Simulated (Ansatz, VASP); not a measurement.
KF in VASP and in Ansatz

File INCAR:

```
SYSTEM = KF
PREC     = Accurate       ! precision mode
ENCUT    = 600            ! plane-wave cutoff, eV
EDIFF    = 1E-6           ! SCF threshold, eV
ISMEAR   = -1             ! smearing method
SIGMA    = 0.05           ! smearing width, eV
LREAL    = .False.        ! projectors in reciprocal space
LASPH    = .True.         ! aspherical terms in the spheres
NELM     = 120            ! most SCF steps
ALGO     = Normal         ! electronic algorithm
ISIF     = 2              ! what is computed and relaxed
LWAVE    = .False.        ! write WAVECAR
LCHARG   = .False.        ! write CHGCAR
GGA      = PE             ! functional
NBANDS   = 15             ! bands
GGA_COMPAT= .False.
```

File KPOINTS:

```
Automatic mesh
0
Gamma
  11 11 11
  0 0 0
```

Contents of POSCAR:

```
KF
1.0
    0.0000000000      2.9548362917      2.9548362917
    2.9548362917      0.0000000000      2.9548362917
    2.9548362917      2.9548362917      0.0000000000
K F
1 1
Direct
    0.0000000000      0.0000000000      0.0000000000
    0.2500000000      0.2500000000      0.2500000000
```

Input for Ansatz:

```yaml
crystal:
  lattice:
    - [0.0, 2.9548362917, 2.9548362917]
    - [2.9548362917, 0.0, 2.9548362917]
    - [2.9548362917, 2.9548362917, 0.0]
  atoms:
    - { symbol: K, position: [0.0, 0.0, 0.0] }
    - { symbol: F, position: [0.25, 0.25, 0.25] }
kpoints:
  mp_grid: { grid: [11, 11, 11] }
scf:
  occupations: { method: fermi_dirac, width: 0.05 }
hamiltonian:
  xc: pbe
  pseudopotentials: { kind: all_electron, lapw: { basis_error: 0.00025 } }
output:
  forces: true
  stress: true
  eigenvalues: true
```

Change from the starting cell: volume scaled by 0.98.

Alike in both runs: task single point; functional PBE; k mesh 11 × 11 × 11; occupations fermi-dirac, width 0.05 eV; no spin polarisation.

|  | VASP | Ansatz |
| --- | --- | --- |
| version | VASP 6.6.1 | Ansatz 0.2.0 |
| potentials or method | VASP PAW PBE potentials, release 64 (K_sv, F), cutoff 600 eV | all-electron LAPW, scalar-relativistic |

```tsv
	VASP	Ansatz	Ansatz less VASP
gap on the k mesh at the Fermi level (eV)	5.11	5.12	+0.006
pressure (GPa)	0.4	0.4	+0.01
```

Ansatz ran all-electron here, and VASP with PAW potentials.
